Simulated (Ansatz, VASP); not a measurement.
Given: the input of a run of VASP 6.6.1 on MnO.

INCAR

```
SYSTEM = MnO
ALGO     = Normal         ! electronic algorithm
EDIFF    = 1E-6           ! SCF threshold, eV
ENCUT    = 520            ! plane-wave cutoff, eV
GGA      = CA             ! functional
ISIF     = 2              ! what is computed and relaxed
ISMEAR   = -1             ! smearing method
ISPIN    = 2              ! spin polarisation
LASPH    = .True.         ! aspherical terms in the spheres
LCHARG   = .True.         ! write CHGCAR
LELF     = .True.         ! ELF
LMAXMIX  = 4              ! l up to which the mixer works
LORBIT   = 11             ! projections on sites
LREAL    = .False.        ! projectors in reciprocal space
LVHAR    = .True.       
LWAVE    = .False.        ! write WAVECAR
MAGMOM   = 4 0            ! initial moments
NBANDS   = 20             ! bands
NELM     = 150            ! most SCF steps
PREC     = Accurate       ! precision mode
SIGMA    = 0.05           ! smearing width, eV
```

Contents of KPOINTS:

```
k-points
0
Gamma
  9 9 9
  0 0 0
```

Contents of POSCAR:

```
MnO
1.0
    3.0295689687     -1.7506562310      0.0000000000
    3.0295689687      1.7506562310      0.0000000000
   -2.0235529244      0.0000000000      2.8654273429
Mn O
1 1
Direct
    0.5001990000      0.5001990000      0.5006650000
    0.7498025000      0.7498025000      0.2493360000
```

Potentials or basis: VASP PAW LDA potentials, release 64 (Mn_pv, O).

Launch:

```bash
$ cat potpaw_LDA.64/Mn_pv/POTCAR potpaw_LDA.64/O/POTCAR > POTCAR
$ mpirun -np 1 vasp_std > vasp.out
```

Problem. Translate it to Ansatz 0.2.0. Potentials there: Ansatz PAW.

Solution. As run (the cutoff follows the program's own potentials):

Contents of input.yaml:

```yaml
crystal:
  lattice:
    - [3.0295689687, -1.750656231, 0.0]
    - [3.0295689687, 1.750656231, 0.0]
    - [-2.0235529244, 0.0, 2.8654273429]
  atoms:
    - { symbol: Mn, position: [0.500199, 0.500199, 0.500665], spin: 4.0 }
    - { symbol: O, position: [0.7498025, 0.7498025, 0.249336] }
hamiltonian:
  xc: lda
  pseudopotentials: { kind: paw }
magnetization:
  spin_polarized: true
kpoints:
  mp_grid: { grid: [9, 9, 9] }
scf:
  occupations: { method: fermi_dirac, width: 0.05 }
output:
  forces: true
  stress: true
  eigenvalues: true
```

Potentials or basis: Ansatz PAW.

Run with:

```console
$ ansatz run input.yaml --threads 1 --pin off --max-ram 3584MiB --backend cpu --events-out ev --progress --plain --runs-dir out
```

Both were run:

|  | VASP | Ansatz | Ansatz less VASP |
| --- | --- | --- | --- |
| gap on the k mesh at the Fermi level (eV) | none | none | - |
| pressure (GPa) | -16.7 | -16.8 | -0.13 |
| traceless stress, the component that is largest in VASP (GPa) | -0.15 | -0.15 | 0.000 |
| rms of the force components (eV/Å) | 0.003 | 0.003 | +0.0001 |
| net moment per atom (μB) | 2.50 | 2.50 | +0.001 |
| size of the moment on the site where the two differ most (μB) | 4.41 | 4.04 | -0.366 |

LDA's correlation is that of Perdew and Zunger in VASP and of Perdew and Wang (1992) in Ansatz. Site moments also hang on the region over which each program counts them. Atom by atom the forces differ by 0.000 eV/Å (rms over components). A gap of «none» marks a metal or a gap that the smearing closes. VASP's potentials hold 19 valence electrons a cell and Ansatz's 21, so a difference there can come from the potentials and not from the codes.
